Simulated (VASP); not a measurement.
# C (P-1) in VASP: further runs

The runs below take C through single point, with r2SCAN.

All numbers are computed with VASP 6.6.1; they aren't measurements. Logs are shortened: lines on timing, memory, paths and dates and some standing lists are left out, and cuts for length are marked.

**1. The cell of the first run**

The typed cell holds 4 atoms: a = 2.486 Å, b = 2.486 Å, c = 4.306 Å, α = 73.22°, β = 73.22°, γ = 60.00°.

**2. Single point, r2SCAN**

Contents of POSCAR:

```
C
1.0
    0.0000000000     -1.7578646901     -1.7578646901
   -1.7578646901      0.0000000000     -1.7578646901
    1.7578646901      1.7578646901     -3.5157293803
C
4
Direct
    0.7374556964      0.7661712329      0.7499999949
    0.2625443036      0.2338287671      0.2500000051
    0.3624556964      0.3911712329      0.8749999949
    0.8875443036      0.8588287671      0.3750000051
```

Contents of INCAR.step1:

```
PREC     = Accurate       # precision mode
ENCUT    = 520            # plane-wave cutoff, eV
ISMEAR   = 0              # smearing method
SIGMA    = 0.05           # smearing width, eV
LREAL    = F              # projectors in reciprocal space
LASPH    = T              # aspherical terms in the spheres
NELM     = 100            # most SCF steps
NBANDS   = 16             # bands
GGA      = PE             # functional
ALGO     = Normal         # electronic algorithm
EDIFF    = 1E-4           # SCF threshold, eV
LWAVE    = T              # write WAVECAR
LCHARG   = F              # write CHGCAR
```

Contents of INCAR.step2:

```
PREC     = Accurate       # precision mode
ENCUT    = 520            # plane-wave cutoff, eV
EDIFF    = 1E-7           # SCF threshold, eV
ISMEAR   = 0              # smearing method
SIGMA    = 0.05           # smearing width, eV
LREAL    = F              # projectors in reciprocal space
LASPH    = T              # aspherical terms in the spheres
NELM     = 100            # most SCF steps
ALGO     = Normal         # electronic algorithm
ISIF     = 2              # what is computed and relaxed
LWAVE    = F              # write WAVECAR
LCHARG   = F              # write CHGCAR
METAGGA  = R2SCAN         # meta-GGA
LMIXTAU  = T            
NBANDS   = 16             # bands
ISTART   = 1
```

Contents of KPOINTS:

```
Automatic mesh
0
Gamma
  12 12 10
```

Potentials or basis: VASP PAW PBE potentials, release 64 (C).

Run with:

```bash
$ cat potpaw_PBE.64/C/POTCAR > POTCAR
$ cp INCAR.step1 INCAR
$ mpirun -np 1 vasp_std > vasp.out
$ cp INCAR.step2 INCAR
$ mpirun -np 1 vasp_std > vasp.out
```

OUTCAR:

```text
PREC = Accurate
   ENCUT = 520
   EDIFF = 1E-7
   ISMEAR = 0
   LREAL = F
   LASPH = T
   NELM = 100
   ISIF = 2
   METAGGA = R2SCAN
   ISTART = 1

 ion  position               nearest neighbor table
   1  0.737  0.766  0.750-   3 1.52   3 1.52   3 1.52   4 1.52
   2  0.263  0.234  0.250-   4 1.52   4 1.52   4 1.52   3 1.52
   3  0.362  0.391  0.875-   1 1.52   1 1.52   1 1.52   2 1.52
   4  0.888  0.859  0.375-   2 1.52   2 1.52   2 1.52   1 1.52

  LATTYP: Found a trigonal (rhomboedric) cell.
 ALAT       =     4.3058715276
 COS(alpha) =     0.8333333333

  Lattice vectors:

 A1 = (   1.7578646901,   3.5157293802,  -1.7578646902)
 A2 = (   3.5157293802,   1.7578646901,  -1.7578646902)
 A3 = (   1.7578646901,   1.7578646901,  -3.5157293803)

Analysis of symmetry for initial positions (statically):
=====================================================================
 Subroutine PRICEL returns:
 Original cell was already a primitive cell.

 Routine SETGRP: Setting up the symmetry group for a
 trigonal (rhombohedral) supercell.

 Subroutine GETGRP returns: Found  2 space group operations
 (whereof  1 operations were pure point group operations)
 out of a pool of 12 trial point group operations.

The static configuration has the point symmetry C_1 .
 The point group associated with its full space group is S_2 .

Analysis of symmetry for dynamics (positions and initial velocities):
=====================================================================
 Subroutine PRICEL returns:
 Original cell was already a primitive cell.

 Routine SETGRP: Setting up the symmetry group for a
 trigonal (rhombohedral) supercell.

 Subroutine GETGRP returns: Found  2 space group operations
 (whereof  1 operations were pure point group operations)
 out of a pool of 12 trial point group operations.

The dynamic configuration has the point symmetry C_1 .
 The point group associated with its full space group is S_2 .

 Subroutine INISYM returns: Found  2 space group operations
 (whereof  1 operations are pure point group operations),
 and found     1 'primitive' translations

----------------------------------------------------------------------------------------

                                     Primitive cell

  volume of cell :      21.7278

  direct lattice vectors                    reciprocal lattice vectors
     0.000000000 -1.757864690 -1.757864690     0.142218000 -0.426653999 -0.142218000
    -1.757864690  0.000000000 -1.757864690    -0.426653999  0.142218000 -0.142218000
     1.757864690  1.757864690 -3.515729380     0.142218000  0.142218000 -0.142218000

  length of vectors
     2.485996086  2.485996086  4.305871528     0.471683743  0.471683743  0.246328801

  position of ions in fractional coordinates (direct lattice)
     0.737455696  0.766171233  0.749999995
     0.262544304  0.233828767  0.250000005
     0.362455696  0.391171233  0.874999995
     0.887544304  0.858828767  0.375000005

  ion indices of the primitive-cell ions
   primitive index   ion index
                 1           1
                 2           2
                 3           3
                 4           4

----------------------------------------------------------------------------------------

 KPOINTS: Automatic mesh

Automatic generation of k-mesh.
 Grid dimensions read from file:
 generate k-points for:   12   12   10

 Generating k-lattice:

  Cartesian coordinates                     Fractional coordinates (reciprocal lattice)
     0.011851500 -0.035554500 -0.011851500     0.083333333  0.000000000  0.000000000
    -0.035554500  0.011851500 -0.011851500     0.000000000  0.083333333  0.000000000
     0.014221800  0.014221800 -0.014221800     0.000000000  0.000000000  0.100000000

  Length of vectors
     0.039306979  0.039306979  0.024632880

  Shift w.r.t. Gamma in fractional coordinates (k-lattice)
     0.000000000  0.000000000  0.000000000

 -----------------------------------------------------------------------------
|                                                                             |
|           W    W    AA    RRRRR   N    N  II  N    N   GGGG   !!!           |
|           W    W   A  A   R    R  NN   N  II  NN   N  G    G  !!!           |
|           W    W  A    A  R    R  N N  N  II  N N  N  G       !!!           |
|           W WW W  AAAAAA  RRRRR   N  N N  II  N  N N  G  GGG   !            |
|           WW  WW  A    A  R   R   N   NN  II  N   NN  G    G                |
|           W    W  A    A  R    R  N    N  II  N    N   GGGG   !!!           |
|                                                                             |
|     Your reciprocal lattice and k-lattice belong to different lattice       |
|     classes:                                                                |
|                                                                             |
|        The reciprocal lattice is rhombohedral (trigonal),                   |
[... 56 lines left out ...]
   NUPDOWN=      -1.0000    fix difference up-down
   EMIN   =  10.00;   EMAX   =-10.00  energy-range for DOS
   EFERMI =   0.00;   METHOD = LEGACY
   ISMEAR =     0;   SIGMA  =   0.05  broadening in eV -4-tet -1-fermi 0-gaus
   EFERMI_NEDOS =   21; number of points for ismear=-14 and -15
   IALGO  =     38    algorithm
   IMIX   =      4    mixing-type and parameters
     AMIX     =   0.40;   BMIX     =  1.00
     AMIX_MAG =   1.60;   BMIX_MAG =  1.00
  volume/ion in A,a.u.               =       5.43        36.66
  Fermi-wavevector in a.u.,A,eV,Ry     =   1.478346  2.793669 29.735621  2.185507
  Thomas-Fermi vector in A             =   2.592638
   LORBIT       =      0    0 simple, 1 ext, 2 COOP (PROOUT), +10 PAW based schemes
   METAGGA = R2SCAN    functional components
   LHFCALC =     F    Hartree Fock is set to
   AEXX    =    0.0000 exact exchange contribution
   IVDW    =     0    specifies the selected vdW correction
   LEPSILON=     F    determine dielectric tensor
   LRPA    =     F    only Hartree local field effects (RPA)
 non-spin polarized calculation
 Gauss-broadening in eV      SIGMA  =   0.05
  energy-cutoff  :      520.00
  volume of cell :       21.73
 maximum number of plane-waves:       598
   NGX =  9   NGY =  9   NGZ = 15

 number of electron      16.0000001 magnetization

 Free energy of the ion-electron system (eV)
  ---------------------------------------------------
  ext. energy  EPLUGINS =         0.00000000
  ---------------------------------------------------
  free energy    TOTEN  =       -39.22265431 eV

  energy without entropy =      -39.22265431  energy(sigma->0) =      -39.22265431

 E-fermi :  10.6627     XC(G=0): -14.4981

 val. band max:       10.3740179434   @ k =   0.0000   0.0000   0.0000
 cond. band min:      14.8182589310   @ k =   0.0000  -0.3333   0.3000
 fundamental gap:      4.4442409876
 Fermi energy:        10.6627444227

 k-point     1 :       0.0000    0.0000    0.0000
  band No.  band energies     occupation
      1     -12.9502      2.00000
      2      -6.7488      2.00000
      3      -4.1821      2.00000
      4       7.2631      2.00000
      5       7.2709      2.00000
      6      10.3155      2.00000
[... 8 lines left out ...]
     15      25.1873      0.00000
     16      27.4862      0.00000

 k-point     2 :       0.0833    0.0000    0.0000
  band No.  band energies     occupation
      1     -12.7607      2.00000
      2      -6.6411      2.00000
      3      -3.9484      2.00000
      4       6.4080      2.00000
      5       7.0072      2.00000
      6       9.2995      2.00000
[... 8 lines left out ...]
     15      25.3162      0.00000
     16      27.4919      0.00000

 k-point     3 :       0.1667    0.0000    0.0000
  band No.  band energies     occupation
      1     -12.1935      2.00000
      2      -6.3036      2.00000
      3      -3.2772      2.00000
      4       4.3467      2.00000
      5       6.3896      2.00000
      6       7.1536      2.00000
[... 8 lines left out ...]
     15      25.3040      0.00000
     16      27.2672      0.00000
[... 362 lines left out ...]
 k-point    23 :       0.2500    0.1667   -0.0000
  band No.  band energies     occupation
      1     -11.5279      2.00000
      2      -6.5328      2.00000
      3      -1.9559      2.00000
      4       3.5820      2.00000
      5       4.7150      2.00000
      6       5.1815      2.00000
[... 8 lines left out ...]
     15      25.1222      0.00000
     16      25.7919      0.00000

 k-point    24 :       0.3333    0.1667    0.0000
  band No.  band energies     occupation
      1     -10.5636      2.00000
      2      -5.9965      2.00000
      3      -1.0300      2.00000
      4       1.8203      2.00000
      5       3.3608      2.00000
      6       4.1995      2.00000
[... 8 lines left out ...]
     15      24.5273      0.00000
     16      26.6430      0.00000

 [... further k-points ...]

------------------------ aborting loop because EDIFF is reached ----------------------------------------

  FORCE on cell =-STRESS in cart. coord.  units (eV):
  Direction    XX          YY          ZZ          XY          YZ          ZX
  --------------------------------------------------------------------------------------
  -------------------------------------------------------------------------------------
  Total        2.6002008      2.6347181      2.6826556      0.0190263      0.0092234     -0.0026164
  in kB      191.7348885    194.2801475    197.8149814      1.4029704      0.6801162     -0.1929288
  external PRESSURE =     194.6100058 kB  Pullay stress =       0.0000000 kB

 VOLUME and BASIS-vectors are now :
 -----------------------------------------------------------------------------
  energy-cutoff  :      520.00
  volume of cell :       21.73
      direct lattice vectors                 reciprocal lattice vectors
     0.000000000 -1.757864690 -1.757864690     0.142218000 -0.426653999 -0.142218000
    -1.757864690  0.000000000 -1.757864690    -0.426653999  0.142218000 -0.142218000
     1.757864690  1.757864690 -3.515729380     0.142218000  0.142218000 -0.142218000

 POSITION                                       TOTAL-FORCE (eV/Angst)
 -----------------------------------------------------------------------------------
     -0.02843      0.02205     -5.27997         0.397374     -0.315221      0.098176
      0.02843     -0.02205     -1.75149        -0.402301      0.305298     -0.081353
      0.85051      0.90098     -4.40104         0.402301     -0.305298      0.081353
     -0.85051     -0.90098     -4.38829        -0.397374      0.315221     -0.098176
 -----------------------------------------------------------------------------------
    total drift:                                0.000009      0.000007      0.000018

  FREE ENERGIE OF THE ION-ELECTRON SYSTEM (eV)
  ---------------------------------------------------
  free  energy   TOTEN  =       -39.2226543116 eV

  energy  without entropy=      -39.2226543116  energy(sigma->0) =      -39.22265431
```

It took 4.8 min on 1 thread of Intel Xeon 6975P-C (Granite Rapids), shared host; peak memory 0.27 GiB.

What came out:

| Quantity | Value |
| --- | --- |
| Free energy | -39.2227 eV |
| Pressure | 19.5 GPa |
| Largest force | 0.517 eV/Å |
| Band gap on the k mesh | 4.44 eV |

Forces in eV/Å, atoms in the order of the input:
```
C    0.397 -0.315  0.098
C   -0.402  0.305 -0.081
C    0.402 -0.305  0.081
C   -0.397  0.315 -0.098
```

Stress tensor (GPa, compression positive):
```
19.17  0.14 -0.02
 0.14 19.43  0.07
-0.02  0.07 19.78
```

Caveat: the PAW data sets were made with another functional, which shifts forces and pressure a little. r2SCAN opens gaps a little over a GGA but as a rule still falls short of measured ones.

**3. Single point, r2SCAN**

This run uses another cell than the first one, of 5.86 Å³/atom, 1.078 times its volume.

Contents of POSCAR:

```
C
1.0
    0.0000000000     -1.8023675937     -1.8023675937
   -1.8023675937      0.0000000000     -1.8023675937
    1.8023675937      1.8023675937     -3.6047351873
C
4
Direct
    0.7374556964      0.7661712329      0.7499999949
    0.2625443036      0.2338287671      0.2500000051
    0.3624556964      0.3911712329      0.8749999949
    0.8875443036      0.8588287671      0.3750000051
```

Contents of INCAR.step1:

```
SYSTEM = C
ALGO = Normal ; EDIFF = 1E-4
ENCUT = 520 ; GGA = PE
ISMEAR = 0 ; LASPH = .True.
LCHARG = .False. ; LREAL = .False.
LWAVE = .True. ; NBANDS = 16
NELM = 100 ; PREC = Accurate
SIGMA = 0.05
```

Contents of INCAR.step2:

```
SYSTEM = C
ALGO = Normal ; EDIFF = 1E-6
ENCUT = 520 ; ISIF = 2
ISMEAR = 0 ; ISTART = 1
LASPH = .True. ; LCHARG = .False.
LMIXTAU = .True. ; LREAL = .False.
LWAVE = .False. ; METAGGA = R2SCAN
NBANDS = 16 ; NELM = 100
PREC = Accurate ; SIGMA = 0.05
```

Contents of KPOINTS:

```
k-points
0
Gamma
  12 12 10
  0 0 0
```

Potentials or basis: VASP PAW PBE potentials, release 64 (C).

Run with:

```bash
$ cat potpaw_PBE.64/C/POTCAR > POTCAR
$ cp INCAR.step1 INCAR
$ mpirun -np 1 vasp_std > vasp.out
$ cp INCAR.step2 INCAR
$ mpirun -np 1 vasp_std > vasp.out
```

Wall time 5.6 min (1 thread of Intel Xeon 6975P-C (Granite Rapids), shared host); peak memory 0.29 GiB.

Results (log left out):

```yaml
Free_energy: -39.2405 eV
Pressure: -14.7 GPa
Largest_force: 0.511 eV/Å
Band_gap_on_the_k_mesh: 4.27 eV
```

Forces on the atoms (eV/Å):
```
C    0.396 -0.309  0.094
C   -0.395  0.305 -0.083
C    0.395 -0.305  0.083
C   -0.396  0.309 -0.094
```

Stress tensor (GPa, compression positive):
```
-14.99   0.19  -0.07
  0.19 -14.76   0.02
 -0.07   0.02 -14.43
```

Levels at points of the mesh, in eV from the valence-band top:
| k point | band 6 | band 7 | band 8 | band 9 | band 10 | band 11 |
| --- | --- | --- | --- | --- | --- | --- |
| (0.00, 0.00, 0.00) | -0.06 | -0.03 | 0.00 | 5.72 | 5.73 | 5.74 |
| (0.50, 0.00, 0.00) | -6.97 | -5.03 | -5.02 | 6.21 | 6.27 | 11.28 |
| (0.00, 0.50, 0.00) | -6.96 | -5.04 | -5.02 | 6.20 | 6.28 | 11.20 |
| (0.50, 0.50, 0.00) | -6.46 | -2.95 | -2.89 | 4.89 | 4.95 | 8.63 |
| (0.00, 0.00, 0.50) | -1.90 | -1.74 | -1.74 | 7.66 | 7.74 | 7.96 |
| (0.50, 0.00, 0.50) | -6.47 | -2.93 | -2.89 | 4.86 | 4.93 | 8.63 |
| (0.00, 0.50, 0.50) | -6.47 | -2.92 | -2.89 | 4.83 | 4.91 | 8.64 |
| (0.50, 0.50, 0.50) | -6.98 | -5.02 | -5.01 | 6.24 | 6.25 | 11.52 |

Caveat: the PAW data sets were made with another functional, which shifts forces and pressure a little.

**4. Single point, r2SCAN**

This run uses another cell than the first one, of 5.64 Å³/atom, 1.038 times its volume.

Contents of POSCAR:

```
C
1.0
    0.0000000000     -1.7801161419     -1.7801161419
   -1.7801161419      0.0000000000     -1.7801161419
    1.7801161419      1.7801161419     -3.5602322838
C
4
Direct
    0.7374556964      0.7661712329      0.7499999949
    0.2625443036      0.2338287671      0.2500000051
    0.3624556964      0.3911712329      0.8749999949
    0.8875443036      0.8588287671      0.3750000051
```

Contents of INCAR.step1:

```
  ALGO = Normal
  EDIFF = 1E-4
  ENCUT = 520
  GGA = PE
  ISMEAR = 0
  LASPH = True
  LCHARG = False
  LREAL = False
  LWAVE = True
  NBANDS = 16
  NELM = 60
  PREC = Accurate
  SIGMA = 0.05
```

Contents of INCAR.step2:

```
  ALGO = Normal
  EDIFF = 1E-6
  ENCUT = 520
  ISIF = 2
  ISMEAR = 0
  ISTART = 1
  LASPH = True
  LCHARG = True
  LELF = True
  LMIXTAU = True
  LREAL = False
  LVHAR = True
  LWAVE = False
  METAGGA = R2SCAN
  NBANDS = 16
  NELM = 60
  PREC = Accurate
  SIGMA = 0.05
```

Contents of KPOINTS:

```
k-points
0
Gamma
  12 12 10
```

Run with:

```bash
$ cat potpaw_PBE.64/C/POTCAR > POTCAR
$ cp INCAR.step1 INCAR
$ mpirun -np 1 vasp_std > vasp.out
$ cp INCAR.step2 INCAR
$ mpirun -np 1 vasp_std > vasp.out
```

Run time: 7.1 min. Hardware: 1 thread of Intel Xeon Platinum 8488C (Sapphire Rapids), shared host; peak memory 0.29 GiB.

It converged, with:

```yaml
Free_energy: -39.2766 eV
Pressure: 1.1 GPa
Largest_force: 0.514 eV/Å
Band_gap_on_the_k_mesh: 4.35 eV
```

Forces in eV/Å, atoms in the order of the input:
```
C    0.397 -0.312  0.096
C   -0.399  0.305 -0.083
C    0.399 -0.305  0.083
C   -0.397  0.312 -0.096
```

Stress tensor (GPa, compression positive):
```
 0.78  0.17 -0.04
 0.17  1.03  0.04
-0.04  0.04  1.37
```

Levels at points of the mesh, in eV from the valence-band top:
```tsv
k point	band 4	band 5	band 6	band 7	band 8	band 9	band 10	band 11	band 12	band 13
(0.00, 0.00, 0.00)	-3.01	-3.00	-0.06	-0.03	0.00	5.82	5.84	5.84	8.87	8.88
(0.50, 0.00, 0.00)	-11.50	-7.20	-7.16	-5.21	-5.20	6.34	6.39	11.59	12.42	13.47
(0.00, 0.50, 0.00)	-11.50	-7.19	-7.15	-5.22	-5.20	6.33	6.40	11.50	12.58	13.49
(0.50, 0.50, 0.00)	-13.64	-6.71	-6.70	-3.05	-2.99	4.97	5.04	8.86	8.89	9.15
(0.00, 0.00, 0.50)	-7.04	-1.97	-1.97	-1.80	-1.80	7.85	7.93	8.19	8.33	8.70
(0.50, 0.00, 0.50)	-13.64	-6.71	-6.71	-3.03	-2.99	4.94	5.01	8.85	8.92	9.16
(0.00, 0.50, 0.50)	-13.63	-6.71	-6.70	-3.02	-2.99	4.92	4.99	8.87	8.91	9.16
(0.50, 0.50, 0.50)	-11.50	-7.20	-7.19	-5.20	-5.20	6.36	6.38	11.84	12.08	13.55
```

Caveat: the PAW data sets were made with another functional, which shifts forces and pressure a little. A k mesh can miss the band edges.

**5. Overview**

```tsv
cell	gap on the mesh (eV)	pressure (GPa)	largest force (eV/Å)
a = 2.486, b = 2.486, c = 4.306 Å, angles 73.2, 73.2, 60.0°, 4 atoms	4.44	19.5	0.52
a = 2.549, b = 2.549, c = 4.415 Å, angles 73.2, 73.2, 60.0°, 4 atoms	4.27	-14.7	0.51
a = 2.517, b = 2.517, c = 4.360 Å, angles 73.2, 73.2, 60.0°, 4 atoms	4.35	1.1	0.51
```

Alike in all rows: task single point; level r2SCAN; potentials or basis VASP PAW PBE potentials, release 64 (C); no spin polarisation; k mesh 12 × 12 × 10; cutoff (eV) 520; smearing gaussian 0.05 eV.

Caveats: the PAW data sets were made with another functional, which shifts forces and pressure a little.

Total energies depend on the potentials used, so only differences within one code and one set of settings carry meaning.
